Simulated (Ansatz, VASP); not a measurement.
## Sb2Se3 in VASP and in Ansatz

```
CELL_PARAMETERS angstrom
11.77000 0.00000 0.00000
0.00000 3.96200 0.00000
0.00000 0.00000 11.62000
ATOMIC_POSITIONS crystal
Sb 0.03050 0.25000 0.32800
Sb 0.96950 0.75000 0.67200
Sb 0.46950 0.75000 0.82800
Sb 0.53050 0.25000 0.17200
Sb 0.14780 0.75000 0.03970
Sb 0.85220 0.25000 0.96030
Sb 0.35220 0.25000 0.53970
Sb 0.64780 0.75000 0.46030
Se 0.05340 0.25000 0.87320
Se 0.94660 0.75000 0.12680
Se 0.44660 0.75000 0.37320
Se 0.55340 0.25000 0.62680
Se 0.13020 0.75000 0.44340
Se 0.86980 0.25000 0.55660
Se 0.36980 0.25000 0.94340
Se 0.63020 0.75000 0.05660
Se 0.21320 0.25000 0.19350
Se 0.78680 0.75000 0.80650
Se 0.28680 0.75000 0.69350
Se 0.71320 0.25000 0.30650
```

Alike in both runs: task electric field gradients; functional PBE; k mesh 3 × 7 × 3; occupations fermi-dirac, width 0.02 eV; no spin polarisation.

|  | VASP | Ansatz |
| --- | --- | --- |
| version | VASP 6.6.1 | Ansatz 0.2.0 |
| potentials or method | VASP PAW PBE potentials, release 64 (Sb, Se) | plane-wave PAW, scalar-relativistic |
| plane-wave cutoff (eV) | 400 | 420 |
| valence electrons in the cell | 112 | 312 |

VASP gave:

```
gap on the k mesh at the Fermi level (eV)                     : 0.97
pressure (GPa)                                                : 3.4
traceless stress, the component that is largest in VASP (GPa) : 0.35
rms of the force components (eV/Å)                            : 0.243
size of Vzz on the site where it differs most (V/Å²)          : 274.7
```

Estimate Ansatz's values.

gap on the k mesh at the Fermi level (eV): 0.99; pressure (GPa): 3.3; traceless stress, the component that is largest in VASP (GPa): 0.30; rms of the force components (eV/Å): 0.224; size of Vzz on the site where it differs most (V/Å²): 285.5.

Atom by atom the forces differ by 0.020 eV/Å (rms over components). The functional is the same, so the differences come from potentials, cutoffs and numerics. VASP's potentials hold 112 valence electrons a cell and Ansatz's 312, so a difference there can come from the potentials and not from the codes.

Neither program's run includes spin-orbit coupling.
